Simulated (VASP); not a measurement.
## GaSb: single point with PBE

The system is GaSb.

```
Ga Sb
1.0
     0.00000    2.72540    3.85371
     2.72540    0.00000    3.85371
     2.72540    2.72540    0.00000
Ga Sb
1 1
Direct
  0.00000 0.00000 0.00000
  0.75000 0.75000 0.75000
```

This cell differs from its parent crystal: ratio of the length along z to the lengths across it x 1.414, volume and fractional coordinates fixed.

* Program: VASP 6.6.1
* Task: single point
* Functional: PBE
* Potentials or basis: VASP PAW PBE potentials, release 64 (Ga_d, Sb)
* Cutoff: 520 eV
* k mesh: 16 × 16 × 16
* Occupations: gaussian, width 0.15 eV
* Spin: no spin polarisation

The pressure is 2.1 GPa. The band gap on the k mesh is zero (band 9 reaches 5.81 eV, above the bottom of band 10 at 4.96 eV).

Stress tensor (GPa, compression positive):
```
 5.77  0.00  0.00
 0.00  5.77  0.00
 0.00  0.00 -5.17
```

Levels at points of the mesh, in eV from the Fermi level:
| k point | band 7 | band 8 | band 9 | band 10 | band 11 | band 12 |
| --- | --- | --- | --- | --- | --- | --- |
| (0.00, 0.00, 0.00) | -2.19 | -1.56 | 0.64 | 0.64 | 2.83 | 2.83 |
| (0.50, 0.00, 0.00) | -6.49 | -2.72 | -1.11 | 0.34 | 4.32 | 4.59 |
| (0.50, 0.50, 0.00) | -7.86 | -1.10 | -1.10 | 2.53 | 2.74 | 7.61 |
| (0.50, 0.00, 0.50) | -6.28 | -3.32 | -2.93 | -0.16 | 0.41 | 5.60 |

It took 110 s on 1 thread of Intel(R) Xeon(R) 6975P-C (Granite Rapids), with other jobs on the host, peak memory 0.45 GiB.

Caveat: spin-orbit coupling is left out, which moves the levels of the heavy elements.
